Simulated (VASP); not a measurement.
Runs of VASP 6.6.1 on NaCl. The structure is that of space group Pm-3m (No. 221), or close to it. The cells are those of the table. 

| level | cell | smearing | gap on the mesh (eV) | pressure (GPa) |
| --- | --- | --- | --- | --- |
| r2SCAN | a = 3.460 Å, angles 90.0, 90.0, 89.7°, 2 atoms | gaussian 0.01 eV | (a) | (b) |
| PBE | a = 3.430, b = 3.430, c = 3.461 Å, 2 atoms | fermi-dirac 0.02 eV | 4.14 | 1.6 |
| r2SCAN | a = 3.430, b = 3.430, c = 3.461 Å, 2 atoms | gaussian 0.01 eV | 4.99 | 0.3 |
| PBE | a = 3.460 Å, angles 90.0, 90.0, 89.7°, 2 atoms | fermi-dirac 0.02 eV | 4.10 | 1.1 |

Alike in all rows: task single point; potentials or basis VASP PAW PBE potentials, release 64 (Na_pv, Cl); no spin polarisation; k mesh 8 × 8 × 8; cutoff (eV) 520.

**Question.** Estimate the missing entries.

**Answer.** (a) 4.95; (b) -0.3.

Caveats: the PAW data sets were made with another functional, which shifts forces and pressure a little (at least some runs).

A k mesh can miss the band edges.
